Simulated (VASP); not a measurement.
Set up this calculation in VASP 6.6.1, as the native input.

* Task: single point
* Functional: BLYP
* Potentials or basis: VASP PAW PBE potentials, release 64 (Lu)
* Cutoff: 520 eV
* k mesh: 17 × 17 × 10
* Occupations: fermi-dirac, width 0.1 eV
* Spin: no spin polarisation
* Dipole correction: no
* Further INCAR settings: ALGO = Normal; EDIFF = 1e-07; NBANDS = 32

The structure of Lu lies in POSCAR:

```
Lu
1.0
    3.6742684292      0.0000000000      0.0000000000
   -1.8371342146      3.1820098000      0.0000000000
    0.0000000000      0.0000000000      5.7193008290
Lu
2
Direct
    0.3333333333      0.6666666667      0.2500000000
    0.6666666667      0.3333333333      0.7500000000
```

The input as run:

INCAR

```
SYSTEM = Lu
PREC = Accurate
ENCUT = 520
EDIFF = 1E-7
ISMEAR = -1
SIGMA = 0.1
LREAL = .False.
LASPH = .True.
NELM = 80
ALGO = Normal
ISIF = 2
LWAVE = .False.
LCHARG = .False.
GGA = B5
ALDAX = 1.0
AGGAX = 1.0
AGGAC = 1.0
ALDAC = 0.0
NBANDS = 32
```

KPOINTS

```
Automatic mesh
0
Gamma
  17 17 10
  0 0 0
```

Potentials or basis: VASP PAW PBE potentials, release 64 (Lu).

Run with:

```console
$ cat potpaw_PBE.64/Lu/POTCAR > POTCAR
$ mpirun -np 1 vasp_std > vasp.out
```

Results of the run:

```
Pressure               : -4.0 GPa
Band gap on the k mesh : zero (bands 25 and 26 overlap by 1.59 eV)
```

Caveat: the cell stands under tension; the PAW data sets were made with another functional, which shifts forces and pressure a little; spin-orbit coupling is left out, which moves the levels of the heavy elements.

Run time: 6.4 min on 1 thread of Intel(R) Xeon(R) Platinum 8375C CPU @ 2.90GHz (Ice Lake), on a shared host, peak memory 0.45 GiB.
